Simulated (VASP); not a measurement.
# Ge (Fd-3m) in VASP: density of states with PBE

Aim: the density of states of Ge with PBE.

All numbers are computed with VASP 6.6.1; they aren't measurements. Logs are shortened: lines on timing, memory, paths and dates and some standing lists are left out, and cuts for length are marked.

### 1 The cell of the first run

Symmetry: Fd-3m, No. 227, cubic system. Conventional cell: a = 5.761 Å, b = 5.761 Å, c = 5.761 Å, α = 90.00°, β = 90.00°, γ = 90.00°. Ge (site symmetry -43m) has 4 Ge at 2.49 Å within 3.3 Å.

### 2 Density of states, PBE

POSCAR

```
Ge
1.0
    0.0000000000      2.8804002353      2.8804002353
    2.8804002353      0.0000000000      2.8804002353
    2.8804002353      2.8804002353      0.0000000000
Ge
2
Direct
    0.5000000000      0.5000000000      0.5000000000
    0.7500000000      0.7500000000      0.7500000000
```

INCAR.step1

```
  PREC = Accurate
  ENCUT = 520
  EDIFF = 1E-6
  ISMEAR = 0
  SIGMA = 0.05
  LREAL = F
  LASPH = T
  NELM = 100
  ALGO = Normal
  ISIF = 2
  LWAVE = F
  LCHARG = T
  GGA = PE
  NBANDS = 21
```

KPOINTS.step1

```
Automatic mesh
0
Gamma
  14 14 14
```

INCAR.step2

```
  PREC = Accurate
  ENCUT = 520
  EDIFF = 1E-6
  ISMEAR = -5
  SIGMA = 0.05
  LREAL = F
  LASPH = T
  NELM = 100
  ALGO = Normal
  ISIF = 2
  LWAVE = F
  LCHARG = F
  GGA = PE
  LORBIT = 11
  NBANDS = 21
  NEDOS = 1001
  ICHARG = 11
```

KPOINTS.step2

```
Automatic mesh
0
Gamma
  21 21 21
```

Potentials or basis: VASP PAW PBE potentials, release 64 (Ge_d).

On the command line:

```
cat potpaw_PBE.64/Ge_d/POTCAR > POTCAR
cp INCAR.step1 INCAR
cp KPOINTS.step1 KPOINTS
mpirun -np 1 vasp_std > vasp.out
cp INCAR.step2 INCAR
cp KPOINTS.step2 KPOINTS
mpirun -np 1 vasp_std > vasp.out
```

OUTCAR:

```text
PREC = Accurate
   ENCUT = 520
   EDIFF = 1E-6
   ISMEAR = -5
   LREAL = F
   LASPH = T
   NELM = 100
   ISIF = 2
   GGA = PE
   LORBIT = 11
   ICHARG = 11

 ion  position               nearest neighbor table
   1  0.500  0.500  0.500-   2 2.49   2 2.49   2 2.49   2 2.49
   2  0.750  0.750  0.750-   1 2.49   1 2.49   1 2.49   1 2.49

  LATTYP: Found a face centered cubic cell.
 ALAT       =     5.7608004706

  Lattice vectors:

 A1 = (   0.0000000000,   2.8804002353,   2.8804002353)
 A2 = (   2.8804002353,   0.0000000000,   2.8804002353)
 A3 = (   2.8804002353,   2.8804002353,   0.0000000000)

Analysis of symmetry for initial positions (statically):
=====================================================================
 Subroutine PRICEL returns:
 Original cell was already a primitive cell.

 Routine SETGRP: Setting up the symmetry group for a
 face centered cubic supercell.

 Subroutine GETGRP returns: Found 48 space group operations
 (whereof 24 operations were pure point group operations)
 out of a pool of 48 trial point group operations.

The static configuration has the point symmetry T_d .
 The point group associated with its full space group is O_h .

Analysis of symmetry for dynamics (positions and initial velocities):
=====================================================================
 Subroutine PRICEL returns:
 Original cell was already a primitive cell.

 Routine SETGRP: Setting up the symmetry group for a
 face centered cubic supercell.

 Subroutine GETGRP returns: Found 48 space group operations
 (whereof 24 operations were pure point group operations)
 out of a pool of 48 trial point group operations.

The dynamic configuration has the point symmetry T_d .
 The point group associated with its full space group is O_h .

 Subroutine INISYM returns: Found 48 space group operations
 (whereof 24 operations are pure point group operations),
 and found     1 'primitive' translations

----------------------------------------------------------------------------------------

                                     Primitive cell

  volume of cell :      47.7957

  direct lattice vectors                    reciprocal lattice vectors
     0.000000000  2.880400235  2.880400235    -0.173586988  0.173586988  0.173586988
     2.880400235  0.000000000  2.880400235     0.173586988 -0.173586988  0.173586988
     2.880400235  2.880400235  0.000000000     0.173586988  0.173586988 -0.173586988

  length of vectors
     4.073501078  4.073501078  4.073501078     0.300661482  0.300661482  0.300661482

  position of ions in fractional coordinates (direct lattice)
     0.500000000  0.500000000  0.500000000
     0.750000000  0.750000000  0.750000000

  ion indices of the primitive-cell ions
   primitive index   ion index
                 1           1
                 2           2

----------------------------------------------------------------------------------------

 KPOINTS: Automatic mesh

Automatic generation of k-mesh.
 Grid dimensions read from file:
 generate k-points for:   21   21   21

 Generating k-lattice:

  Cartesian coordinates                     Fractional coordinates (reciprocal lattice)
    -0.008266047  0.008266047  0.008266047     0.047619048  0.000000000  0.000000000
     0.008266047 -0.008266047  0.008266047     0.000000000  0.047619048  0.000000000
     0.008266047  0.008266047 -0.008266047     0.000000000  0.000000000  0.047619048

  Length of vectors
     0.014317213  0.014317213  0.014317213

  Shift w.r.t. Gamma in fractional coordinates (k-lattice)
     0.000000000  0.000000000  0.000000000

 TETIRR: Found   1276 inequivalent tetrahedra from    55566

 Subroutine IBZKPT returns following result:
 ===========================================

 Found    286 irreducible k-points:

 Following reciprocal coordinates:
            Coordinates               Weight
  0.000000  0.000000  0.000000      1.000000
  0.047619  0.000000  0.000000      8.000000
  0.095238  0.000000  0.000000      8.000000
  0.142857  0.000000  0.000000      8.000000
  0.190476  0.000000  0.000000      8.000000
  0.238095  0.000000  0.000000      8.000000
[... 16 lines left out ...]
 -0.428571  0.047619  0.000000     24.000000
 -0.380952  0.047619  0.000000     24.000000
 [... further k-points ...]
   k-points           NKPTS =    286   k-points in BZ     NKDIM =    286   number of bands    NBANDS=     21
   number of dos      NEDOS =   1001   number of ions     NIONS =      2
   total plane-waves  NPLWV =  27000
   dimension x,y,z NGX =    30 NGY =   30 NGZ =   30
   dimension x,y,z NGXF=    60 NGYF=   60 NGZF=   60
   ions per type =               2
   NGX,Y,Z   is equivalent  to a cutoff of  12.24, 12.24, 12.24 a.u.
   NGXF,Y,Z  is equivalent  to a cutoff of  24.49, 24.49, 24.49 a.u.
 SYSTEM =  unknown system
   PREC   = accura    normal or accurate (medium, high low for compatibility)
   ISTART =      0    job   : 0-new  1-cont  2-samecut
   ICHARG =     11    charge: 1-file 2-atom 10-const
   ISPIN  =      1    spin polarized calculation?
   LNONCOLLINEAR =      F non collinear calculations
   LSORBIT =      F    spin-orbit coupling
   LASPH  =      T    aspherical Exc in radial PAW
   ENCUT  =  520.0 eV  38.22 Ry    6.18 a.u.   7.57  7.57  7.57*2*pi/ulx,y,z
   NELM   =    100;   NELMIN=  2; NELMDL=  0     # of ELM steps
   EDIFF  = 0.1E-05   stopping-criterion for ELM
   LREAL  =      F    real-space projection
   EDIFFG = 0.1E-04   stopping-criterion for IOM
   NSW    =      0    number of steps for IOM
   IBRION =     -1    ionic relax: 0-MD 1-quasi-New 2-CG
   NFREE  =      0    steps in history (QN), initial steepest desc. (CG)
   ISIF   =      2    stress and relaxation
   ISYM   =      2    0-nonsym 1-usesym 2-fastsym
   POTIM  = 0.5000    time-step for ionic-motion
   TEBEG  =    0.0;   TEEND  =   0.0 temperature during run
   PSTRESS=    0.0 pullay stress
   NELECT =      28.0000    total number of electrons
   NUPDOWN=      -1.0000    fix difference up-down
   EMIN   =  10.00;   EMAX   =-10.00  energy-range for DOS
   EFERMI =   0.00;   METHOD = LEGACY
   ISMEAR =    -5;   SIGMA  =   0.05  broadening in eV -4-tet -1-fermi 0-gaus
   EFERMI_NEDOS =   21; number of points for ismear=-14 and -15
   IALGO  =     38    algorithm
   IMIX   =      4    mixing-type and parameters
     AMIX     =   0.40;   BMIX     =  1.00
     AMIX_MAG =   1.60;   BMIX_MAG =  1.00
  volume/ion in A,a.u.               =      23.90       161.27
  Fermi-wavevector in a.u.,A,eV,Ry     =   1.369824  2.588591 25.530202  1.876417
  Thomas-Fermi vector in A             =   2.495665
   LORBIT       =     11    0 simple, 1 ext, 2 COOP (PROOUT), +10 PAW based schemes
   GGA     = PE    functional components
   LHFCALC =     F    Hartree Fock is set to
   AEXX    =    0.0000 exact exchange contribution
   IVDW    =     0    specifies the selected vdW correction
   LEPSILON=     F    determine dielectric tensor
   LRPA    =     F    only Hartree local field effects (RPA)
 non-spin polarized calculation
 Fermi weights with tetrahedron method with Bloechl corrections
  energy-cutoff  :      520.00
  volume of cell :       47.80
 maximum number of plane-waves:      1308

 number of electron      27.9999979 magnetization

 Free energy of the ion-electron system (eV)
  ---------------------------------------------------
  ext. energy  EPLUGINS =         0.00000000
  ---------------------------------------------------
  free energy    TOTEN  =        -9.03863402 eV

  energy without entropy =       -9.03863402  energy(sigma->0) =       -9.03863402

 E-fermi :   4.4780     XC(G=0):  -9.6707

 val. band max:        4.4760822249   @ k =   0.0000   0.0000   0.0000
 cond. band min:       4.4760822249   @ k =   0.0000   0.0000   0.0000
 fundamental gap:      0.0000000000
 Fermi energy:         4.4779512672

 k-point     1 :       0.0000    0.0000    0.0000
  band No.  band energies     occupation
      1     -20.2671      2.00000
      2     -20.2671      2.00000
      3     -20.2671      2.00000
      4     -20.2345      2.00000
      5     -20.2345      2.00000
      6     -20.0520      2.00000
[... 13 lines left out ...]
     20      13.8179      0.00000
     21      13.8179      0.00000

 k-point     2 :       0.0476    0.0000    0.0000
  band No.  band energies     occupation
      1     -20.2684      2.00000
      2     -20.2684      2.00000
      3     -20.2667      2.00000
      4     -20.2328      2.00000
      5     -20.2328      2.00000
      6     -20.0547      2.00000
[... 13 lines left out ...]
     20      13.5862      0.00000
     21      13.5862      0.00000

 k-point     3 :       0.0952    0.0000    0.0000
  band No.  band energies     occupation
      1     -20.2716      2.00000
      2     -20.2716      2.00000
      3     -20.2658      2.00000
      4     -20.2284      2.00000
      5     -20.2284      2.00000
      6     -20.0597      2.00000
[... 13 lines left out ...]
     20      13.1935      0.00000
     21      13.1935      0.00000

 k-point     4 :       0.1429    0.0000    0.0000
  band No.  band energies     occupation
      1     -20.2754      2.00000
      2     -20.2754      2.00000
      3     -20.2642      2.00000
      4     -20.2227      2.00000
      5     -20.2227      2.00000
      6     -20.0650      2.00000
[... 13 lines left out ...]
     20      12.8686      0.00000
     21      12.8686      0.00000

 k-point     5 :       0.1905    0.0000    0.0000
  band No.  band energies     occupation
      1     -20.2790      2.00000
      2     -20.2790      2.00000
      3     -20.2622      2.00000
      4     -20.2168      2.00000
      5     -20.2168      2.00000
      6     -20.0700      2.00000
[... 13 lines left out ...]
     20      12.6874      0.00000
     21      12.6874      0.00000
[... 382 lines left out ...]
     20      15.0317      0.00000
     21      15.4073      0.00000

 k-point    22 :      -0.4762    0.0476    0.0000
  band No.  band energies     occupation
      1     -20.2906      2.00000
      2     -20.2891      2.00000
      3     -20.2488      2.00000
      4     -20.1975      2.00000
      5     -20.1967      2.00000
      6     -20.0850      2.00000
[... 13 lines left out ...]
     20      14.6122      0.00000
     21      15.1600      0.00000

 k-point    23 :      -0.4286    0.0476    0.0000
  band No.  band energies     occupation
      1     -20.2899      2.00000
      2     -20.2893      2.00000
      3     -20.2493      2.00000
      4     -20.1990      2.00000
      5     -20.1962      2.00000
      6     -20.0861      2.00000
[... 13 lines left out ...]
     20      14.4095      0.00000
     21      15.3355      0.00000

 k-point    24 :      -0.3810    0.0476    0.0000
  band No.  band energies     occupation
      1     -20.2891      2.00000
      2     -20.2887      2.00000
      3     -20.2507      2.00000
      4     -20.2011      2.00000
      5     -20.1967      2.00000
      6     -20.0866      2.00000
[... 13 lines left out ...]
     20      13.6787      0.00000
     21      14.8045      0.00000

 [... further k-points ...]
[... 5 lines left out ...]
  --------------------------------------------------------------------------------------
  -------------------------------------------------------------------------------------
  Total       -0.0926291     -0.0926291     -0.0926291      0.0000000      0.0000000     -0.0000000
  in kB       -3.1050564     -3.1050564     -3.1050564      0.0000000      0.0000000     -0.0000000
  external PRESSURE =      -3.1050564 kB  Pullay stress =       0.0000000 kB

 VOLUME and BASIS-vectors are now :
 -----------------------------------------------------------------------------
  energy-cutoff  :      520.00
  volume of cell :       47.80
      direct lattice vectors                 reciprocal lattice vectors
     0.000000000  2.880400235  2.880400235    -0.173586988  0.173586988  0.173586988
     2.880400235  0.000000000  2.880400235     0.173586988 -0.173586988  0.173586988
     2.880400235  2.880400235  0.000000000     0.173586988  0.173586988 -0.173586988

 POSITION                                       TOTAL-FORCE (eV/Angst)
 -----------------------------------------------------------------------------------
      2.88040      2.88040      2.88040         0.000000      0.000000      0.000000
      4.32060      4.32060      4.32060        -0.000000     -0.000000     -0.000000
 -----------------------------------------------------------------------------------
    total drift:                                0.000000     -0.000000     -0.000000

  FREE ENERGIE OF THE ION-ELECTRON SYSTEM (eV)
  ---------------------------------------------------
  free  energy   TOTEN  =        -9.0386340162 eV

  energy  without entropy=       -9.0386340162  energy(sigma->0) =       -9.03863402

 total charge

# of ion       s       p       d       tot
------------------------------------------
    1        1.136   1.209  10.016  12.361
    2        1.136   1.209  10.016  12.361
--------------------------------------------------
tot          2.272   2.418  20.032  24.722
```

Run time: 2.6 min. Hardware: 1 thread of Intel Xeon Platinum 8375C at 2.90GHz (Ice Lake), shared host; peak memory 0.32 GiB.

What came out:

| Item | Value |
| --- | --- |
| Valence electrons inside the program's atomic spheres | Ge 12.36 |

Levels at points of the mesh, in eV from the Fermi level:
```tsv
k point	band 11	band 12	band 13	band 14	band 15	band 16	band 17	band 18
(0.00, 0.00, 0.00)	-12.37	-0.45	0.00	0.00	0.00	2.53	2.53	2.53
```

Caveat: tetrahedron occupations give inexact forces and stress in metals.
